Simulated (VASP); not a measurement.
A run of VASP 6.6.1 is set up as follows.

The input INCAR:

```
PREC     = Accurate       # precision mode
ENCUT    = 520            # plane-wave cutoff, eV
EDIFF    = 1E-6           # SCF threshold, eV
ISMEAR   = -1             # smearing method
SIGMA    = 0.05           # smearing width, eV
LREAL    = F              # projectors in reciprocal space
LASPH    = T              # aspherical terms in the spheres
NELM     = 150            # most SCF steps
ALGO     = Normal         # electronic algorithm
ISIF     = 2              # what is computed and relaxed
LWAVE    = F              # write WAVECAR
LCHARG   = T              # write CHGCAR
ISPIN    = 2              # spin polarisation
MAGMOM   = 7              # initial moments
LORBIT   = 11             # projections on sites
LMAXMIX  = 6              # l up to which the mixer works
GGA      = PE             # functional
LELF     = T              # ELF
LVHAR    = T            
NBANDS   = 18             # bands
```

The input KPOINTS:

```
Automatic mesh
0
Gamma
  10 10 10
```

The input POSCAR:

```
Eu
1.0
   -2.1379158168      2.1379158168      2.1379158168
    2.1379158168     -2.1379158168      2.1379158168
    2.1379158168      2.1379158168     -2.1379158168
Eu
1
Direct
    0.0000000000      0.0000000000      0.0000000000
```

Potentials or basis: VASP PAW PBE potentials, release 64 (Eu).

Launch:

```console
$ cat potpaw_PBE.64/Eu/POTCAR > POTCAR
$ mpirun -np 1 vasp_std > vasp.out
```

Problem. Predict the site moments.

Solution. Eu +6.66 μB.

Problem. What does it give for the net moment?

Solution. 7.25 μB per cell.

Problem. Estimate the pressure.

Solution. 0.9 GPa.

 The state reached can hang on the start; a lower one may exist.
